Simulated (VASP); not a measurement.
Write the native input for VASP 6.6.1 that does the following.

| Item | Value |
| --- | --- |
| Task | single point |
| Functional | PBEsol |
| Potentials or basis | VASP PAW PBE potentials, release 64 (Sr_sv, O) |
| Cutoff | 520 eV |
| k mesh | 8 × 8 × 10 |
| Occupations | gaussian, width 0.05 eV |
| Spin | no spin polarisation |
| Dipole correction | no |
| Further INCAR settings | ALGO = Normal; EDIFF = 1e-07; NBANDS = 24 |

The structure of SrO lies in POSCAR:

```
SrO
1.0
    4.4863742577      0.0000000000      0.0000000000
    0.0000000000      4.4863742577      0.0000000000
    0.0000000000      0.0000000000      3.5966252849
Sr O
2 2
Direct
    0.5000000000      0.0000000000      0.2703680608
    0.0000000000      0.5000000000      0.7296319392
    0.0000000000      0.0000000000      0.0000000000
    0.5000000000      0.5000000000      0.0000000000
```

These files were run (other wordings do the same):

INCAR

```
ALGO = Normal
EDIFF = 1E-7
ENCUT = 520
GGA = PS
ISIF = 2
ISMEAR = 0
LASPH = True
LCHARG = False
LREAL = False
LWAVE = False
NBANDS = 24
NELM = 60
PREC = Accurate
SIGMA = 0.05
```

KPOINTS

```
k-points
0
Gamma
  8 8 10
```

Potentials or basis: VASP PAW PBE potentials, release 64 (Sr_sv, O).

Run with:

```sh
$ cat potpaw_PBE.64/Sr_sv/POTCAR potpaw_PBE.64/O/POTCAR > POTCAR
$ mpirun -np 1 vasp_std > vasp.out
```

It gave:

```json
{"Pressure": "-2.7 GPa", "Largest force": "0.072 eV/Å", "Band gap on the k mesh": "2.40 eV (least direct gap 2.48 eV)"}
```

Caveat: the PAW data sets were made with another functional, which shifts forces and pressure a little.

Wall time 2.5 min on 1 thread of Intel(R) Xeon(R) 6975P-C (Granite Rapids), with other jobs on the host, peak memory 0.27 GiB.
